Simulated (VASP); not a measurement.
# KI: single point with PBE

The system is KI.

```
K I
1.0
     4.25138    0.00000    0.00000
     0.00000    4.25138    0.00000
     0.00000    0.00000    4.25138
K I
1 1
Direct
  0.00000 0.00000 0.00000
  0.50000 0.50000 0.50000
```

This cell differs from its parent crystal: volume changed by -6%.

| Item | Value |
| --- | --- |
| Program | VASP 6.6.1 |
| Task | single point |
| Functional | PBE |
| Potentials or basis | VASP PAW PBE potentials, release 64 (K_sv, I) |
| Cutoff | 520 eV |
| k mesh | 6 × 6 × 6 |
| Occupations | gaussian, width 0.01 eV |
| Spin | no spin polarisation |
| Dipole correction | no |
| Further INCAR settings | ALGO = Normal; EDIFF = 1e-07; NBANDS = 15 |

- Pressure: 0.9 GPa
- Band gap on the k mesh: 3.40 eV, indirect (least direct gap 3.78 eV)

Levels at points of the mesh, in eV from the valence-band top:
```tsv
k point	band 4	band 5	band 6	band 7	band 8	band 9	band 10	band 11	band 12	band 13
(0.00, 0.00, 0.00)	-12.81	-11.23	-0.38	-0.38	-0.38	3.40	4.71	4.71	8.42	8.42
(0.50, 0.00, 0.00)	-12.80	-10.90	-2.39	-0.31	-0.31	5.56	6.16	7.03	7.19	8.73
(0.50, 0.50, 0.00)	-12.79	-10.86	-1.79	-1.79	0.00	3.89	5.70	6.78	6.78	9.21
(0.50, 0.50, 0.50)	-12.88	-10.67	-1.74	-1.74	-1.74	5.65	5.65	5.65	8.95	8.95
```

Wall time 8.7 s on 1 thread of Intel(R) Xeon(R) 6975P-C (Granite Rapids) (shared host), peak memory 0.18 GiB.

Caveat: spin-orbit coupling is left out, which moves the levels of the heavy elements. A k mesh can miss the band edges.
